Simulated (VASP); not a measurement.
A run of VASP 6.6.1 is set up as follows.

The input INCAR:

```
SYSTEM = CuSi16
PREC = Accurate ; ENCUT = 520
EDIFF = 1E-7 ; ISMEAR = -1
SIGMA = 0.02 ; LREAL = Auto
LASPH = .TRUE. ; NELM = 60
ALGO = Normal ; ISIF = 2
LWAVE = .FALSE. ; LCHARG = .FALSE.
GGA = PS ; NBANDS = 52
NELECT = 74.0
```

KPOINTS

```
Automatic mesh
0
G
  2 2 2
  0 0 0
```

The input POSCAR:

```
CuSi16
1.0
    0.0000000000      5.4300000000      5.4300000000
    5.4300000000      0.0000000000      5.4300000000
    5.4300000000      5.4300000000      0.0000000000
Si Cu
16 1
Direct
    0.0152180479     -0.0331583794      0.0088559853
    0.1215659300      0.1139773481      0.1267666667
   -0.0231924494      0.0014395948      0.5106237569
    0.1212683241      0.1139233886      0.6374204420
    0.0057962247      0.4861418969      0.0009975138
    0.1356846225      0.5956654696      0.1341238490
    0.0056680479      0.4860875691      0.5067039595
    0.1150647330      0.6274450276      0.6284586556
    0.5108042357     -0.0031121547     -0.0142690608
    0.6410967772      0.1118809392      0.1233465009
    0.5104932781     -0.0029010129      0.5063413444
    0.6049670350      0.1603162063      0.6171797422
    0.5096544199      0.4845393186      0.0026967772
    0.6316103131      0.6232587477      0.1146926335
    0.4911161142      0.5327308471      0.4878831492
    0.6314768877      0.6234728361      0.6300017495
    0.3412123389     -0.0378440147      0.3482151013
```

Potentials or basis: VASP PAW PBE potentials, release 64 (Si, Cu).

Launch:

```bash
$ cat potpaw_PBE.64/Si/POTCAR potpaw_PBE.64/Cu/POTCAR > POTCAR
$ mpirun -np 1 vasp_std > vasp.out
```

(1) Estimate the largest force.

Results:

(1) 0.010 eV/Å.

Caveat: the k points lie up to 0.50 Å⁻¹ apart; the cell carries a net charge on a neutralising background, which shifts energy and pressure; the PAW data sets were made with another functional, which shifts forces and pressure a little.
